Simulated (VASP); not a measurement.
A run of VASP 6.6.1 is set up as follows.

File INCAR:

```
SYSTEM = Na
ALGO = Normal ; EDIFF = 1E-6
ENCUT = 520 ; GGA = RE
ISIF = 2 ; ISMEAR = -1
LASPH = .TRUE. ; LCHARG = .FALSE.
LREAL = .FALSE. ; LWAVE = .FALSE.
NBANDS = 14 ; NELM = 100
PREC = Accurate ; SIGMA = 0.1
```

The input KPOINTS:

```
k-points
0
G
  11 11 11
  0 0 0
```

File POSCAR:

```
Na
1.0
   -4.6137856243      4.6225979603      1.9027949991
    4.6225979603     -4.6137856243      1.9027949991
    2.4242326508      2.4242326508     -1.8866551895
Na
2
Direct
    0.0001156605      0.9998843395      1.0000000000
    0.7498843395      0.2501156605      0.5000000000
```

Potentials or basis: VASP PAW PBE potentials, release 64 (Na_pv).

Launch:

```console
$ cat potpaw_PBE.64/Na_pv/POTCAR > POTCAR
$ mpirun -np 1 vasp_std > vasp.out
```

(1) What does it give for the pressure?

(2) Predict the band gap on the k mesh.

## Answers

(1) -0.4 GPa.

(2) zero (bands 7 and 8 overlap by 3.56 eV).

Caveat: the PAW data sets were made with another functional, which shifts forces and pressure a little.
